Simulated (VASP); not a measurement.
Wanted: the native input for a VASP 6.6.1 run.

```
Task                   : relaxation of shape and atoms at fixed volume
Functional             : LDA
Potentials or basis    : VASP PAW LDA potentials, release 64 (Ta_pv, N)
Cutoff                 : 600 eV
k mesh                 : 15 × 15 × 10
Occupations            : gaussian, width 0.1 eV
Spin                   : no spin polarisation
Dipole correction      : no
Further INCAR settings : ALGO = Normal; EDIFF = 1e-06; IBRION = 2; EDIFFG = -0.01; NSW = 50; ISIF = 4
```

The structure of Ta2N lies in POSCAR:

```
Ta2N
1.0
    2.9598021385     -0.0000000027      0.0000000000
   -1.4799010669      2.5632638434      0.0000000000
    0.0000000000      0.0000000000      4.6621379125
Ta N
2 1
Direct
    0.6666666667      0.3333333333      0.7432340075
    0.3333333333      0.6666666667      0.2567659925
    0.0000000000      0.0000000000      0.0000000000
```

These files were run (other wordings do the same):

INCAR

```
ALGO = Normal
EDIFF = 1E-6
EDIFFG = -0.01
ENCUT = 600
IBRION = 2
ISIF = 4
ISMEAR = 0
LASPH = True
LCHARG = False
LREAL = False
LWAVE = False
NELM = 60
NSW = 50
PREC = Accurate
SIGMA = 0.1
```

KPOINTS

```
k-points
0
Gamma
  15 15 10
```

Potentials or basis: VASP PAW LDA potentials, release 64 (Ta_pv, N).

The run is started by

```bash
$ cat potpaw_LDA.64/Ta_pv/POTCAR potpaw_LDA.64/N/POTCAR > POTCAR
$ mpirun -np 1 vasp_std > vasp.out
```

Results of the run:

```yaml
Energy_gained_by_relaxing: 0.9 meV/atom
Ionic_steps: 5
Pressure_after_relaxing: 36.9 GPa
Band_gap_on_the_k_mesh: zero (an odd number of electrons rules out a gap without spin polarisation)
```

Caveat: spin-orbit coupling is left out, which moves the levels of the heavy elements.

It took 7.8 min on 1 thread of Intel Xeon 8259CL, on a shared host, peak memory 0.28 GiB.
